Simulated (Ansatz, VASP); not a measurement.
# TePt in VASP and in Ansatz

Contents of INCAR:

```
SYSTEM = TePt
PREC = Accurate
ENCUT = 520
EDIFF = 1E-6
ISMEAR = 0
SIGMA = 0.15
LREAL = .FALSE.
LASPH = .TRUE.
NELM = 80
ALGO = Normal
ISIF = 2
LWAVE = .FALSE.
LCHARG = .FALSE.
NBANDS = 24
```

Contents of KPOINTS:

```
Automatic mesh
0
G
  12 12 8
  0 0 0
```

POSCAR

```
TePt
1.0
    4.1982985890      0.0000000000      0.0000000000
   -2.0991492945      3.6358332308      0.0000000000
    0.0000000000      0.0000000000      5.5040740097
Te Pt
2 2
Direct
    0.3333333333      0.6666666667      0.2500000000
    0.6666666667      0.3333333333      0.7500000000
    0.0000000000      0.0000000000      0.0000000000
    0.0000000000      0.0000000000      0.5000000000
```

Input for Ansatz:

```yaml
crystal:
  lattice:
    - [4.198298589, 0.0, 0.0]
    - [-2.0991492945, 3.6358332308, 0.0]
    - [0.0, 0.0, 5.5040740097]
  atoms:
    - { symbol: Te, position: [0.3333333333, 0.6666666667, 0.25] }
    - { symbol: Te, position: [0.6666666667, 0.3333333333, 0.75] }
    - { symbol: Pt, position: [0.0, 0.0, 0.0] }
    - { symbol: Pt, position: [0.0, 0.0, 0.5] }
basis:
  ecutwfc: 420
kpoints:
  mp_grid: { grid: [12, 12, 8] }
hamiltonian:
  xc: lda
  pseudopotentials: { kind: paw, azcp: { folder: soft_1 } }
scf:
  occupations: { method: gaussian, width: 0.15 }
output:
  forces: true
  stress: true
  eigenvalues: true
  write_density: true
  write_potential: true
  elf: true
  volumetric_format: npy
```

Alike in both runs: task single point; functional LDA; k mesh 12 × 12 × 8; occupations gaussian, width 0.15 eV; no spin polarisation.

```csv
,VASP,Ansatz
version,VASP 6.6.1,Ansatz 0.2.0
potentials or method,"VASP PAW LDA potentials, release 64 (Te, Pt), cutoff 520 eV","scalar-relativistic, plane waves, PAW"
valence electrons in the cell,32,68
```

```tsv
	VASP	Ansatz	Ansatz less VASP
gap on the k mesh at the Fermi level (eV)	none	none	-
pressure (GPa)	0.3	0.0	-0.25
traceless stress, the component that is largest in VASP (GPa)	0.10	-0.04	-0.138
```

Ansatz warns that its potentials were made for another functional, while VASP's fit it. LDA's correlation is that of Perdew and Zunger in VASP and of Perdew and Wang (1992) in Ansatz. A gap of «none» marks a metal or a gap that the smearing closes. VASP's potentials hold 32 valence electrons a cell and Ansatz's 68, so a difference there can come from the potentials and not from the codes.

Neither program's run includes spin-orbit coupling.
